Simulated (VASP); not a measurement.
MgS, 2 atoms in the cell. It takes space group F-43m (No. 216, cubic). Conventional cell: a = 5.295 Å, b = 5.295 Å, c = 5.295 Å, α = 90.00°, β = 90.00°, γ = 90.00°. S (site symmetry -43m) has 4 Mg at 2.29 Å within 3.0 Å. Within 3.0 Å of Mg (site symmetry -43m) lie 4 S at 2.29 Å. 

* Program: VASP 6.6.1
* Task: single point
* Functional: PBE0
* Potentials or basis: VASP PAW PBE potentials, release 64 (S, Mg)
* Cutoff: 520 eV
* k mesh: 6 × 6 × 6
* Occupations: gaussian, width 0.05 eV
* Spin: no spin polarisation
* Dipole correction: no
* Grid for exact exchange (PRECFOCK): Normal
* Further INCAR settings: ALGO = Normal; EDIFF = 1e-06; NBANDS = 11
* Share of exact exchange: 0.25

Potentials or basis: VASP PAW PBE potentials, release 64 (S, Mg).

The run is started by

```bash
$ cat potpaw_PBE.64/S/POTCAR potpaw_PBE.64/Mg/POTCAR > POTCAR
$ cp INCAR.step1 INCAR
$ mpirun -np 1 vasp_std > vasp.out
$ cp INCAR.step2 INCAR
$ mpirun -np 1 vasp_std > vasp.out
```

Hardware: 1 thread of Intel Xeon 8259CL (shared host).

Estimate the wall time of this run.

It took 21 min on 1 thread of Intel Xeon 8259CL, on a shared host, peak memory 0.18 GiB. Counts: k points 16.
